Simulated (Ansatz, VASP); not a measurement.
# ZnBF5: VASP beside Ansatz

The input POSCAR:

```
ZnBF5
1.0
    3.1001240886      0.0000000000      0.0000000000
    0.0000000000      3.1001240886      0.0000000000
    0.0000000000      0.0000000000      5.8929470434
Zn B F
1 1 5
Direct
    0.5000000000      0.5000000000      0.0000000000
    0.0000000000      0.0000000000      0.5000000000
    0.0000000000      0.5000000000      0.3225830146
    0.0000000000      0.5000000000      0.6774169854
    0.5000000000      0.0000000000      0.3225830146
    0.5000000000      0.0000000000      0.6774169854
    0.0000000000      0.0000000000      0.0000000000
```

INCAR.step1

```
PREC     = Accurate       # precision mode
ENCUT    = 520            # plane-wave cutoff, eV
ISMEAR   = -1             # smearing method
SIGMA    = 0.03           # smearing width, eV
LREAL    = False          # projectors in reciprocal space
LASPH    = True           # aspherical terms in the spheres
NELM     = 100            # most SCF steps
NBANDS   = 34             # bands
GGA      = PE             # functional
ALGO     = Normal         # electronic algorithm
EDIFF    = 1E-4           # SCF threshold, eV
LWAVE    = True           # write WAVECAR
LCHARG   = False          # write CHGCAR
```

INCAR.step2

```
PREC     = Accurate       # precision mode
ENCUT    = 520            # plane-wave cutoff, eV
EDIFF    = 1E-6           # SCF threshold, eV
ISMEAR   = -1             # smearing method
SIGMA    = 0.03           # smearing width, eV
LREAL    = False          # projectors in reciprocal space
LASPH    = True           # aspherical terms in the spheres
NELM     = 100            # most SCF steps
ALGO     = Normal         # electronic algorithm
ISIF     = 2              # what is computed and relaxed
LWAVE    = False          # write WAVECAR
LCHARG   = False          # write CHGCAR
METAGGA  = R2SCAN         # meta-GGA
LMIXTAU  = True         
LUSE_VDW = True         
IVDW_NL  = 2            
BPARAM   = 11.95        
CPARAM   = 0.0093       
NBANDS   = 34             # bands
ISTART   = 1
```

KPOINTS

```
Automatic mesh
0
Gamma
  10 10 6
```

Input for Ansatz:

```yaml
crystal:
  lattice:
    - [3.1001240886, 0.0, 0.0]
    - [0.0, 3.1001240886, 0.0]
    - [0.0, 0.0, 5.8929470434]
  atoms:
    - { symbol: Zn, position: [0.5, 0.5, 0.0] }
    - { symbol: B, position: [0.0, 0.0, 0.5] }
    - { symbol: F, position: [0.0, 0.5, 0.3225830146] }
    - { symbol: F, position: [0.0, 0.5, 0.6774169854] }
    - { symbol: F, position: [0.5, 0.0, 0.3225830146] }
    - { symbol: F, position: [0.5, 0.0, 0.6774169854] }
    - { symbol: F, position: [0.0, 0.0, 0.0] }
kpoints:
  mp_grid: { grid: [10, 10, 6] }
  band_path:
    path:
      - [0.0, 0.0, 0.0]
      - [0.0, 0.5, 0.0]
      - [0.5, 0.5, 0.0]
      - [0.0, 0.0, 0.5]
      - [0.0, 0.5, 0.5]
      - [0.5, 0.5, 0.5]
    npoints: 1
hamiltonian:
  xc: r2scan
  dispersion: rvv10
scf:
  occupations: { method: fermi_dirac, width: 0.03 }
  n_extra_bands: 5
output:
  forces: true
  stress: true
  eigenvalues: true
```

Alike in both runs: task single point; functional r2SCAN; dispersion rVV10; k mesh 10 × 10 × 6; occupations fermi-dirac, width 0.03 eV; no spin polarisation.

```csv
,VASP,Ansatz
version,VASP 6.6.1,Ansatz 0.2.0
potentials or method,"VASP PAW PBE potentials, release 64 (Zn, B, F)","plane waves, PAW"
plane-wave cutoff (eV),520,500
valence electrons in the cell,50,50
```

Ansatz gave:

```
gap on the k mesh at the Fermi level (eV)                     : 1.85
pressure (GPa)                                                : 0.0
traceless stress, the component that is largest in VASP (GPa) : -0.02
```

Task: What did VASP give for the same quantities?

Result: gap on the k mesh at the Fermi level (eV): 1.82; pressure (GPa): 0.0; traceless stress, the component that is largest in VASP (GPa): -0.28.

VASP's potentials were made for PBE, not for r2SCAN.
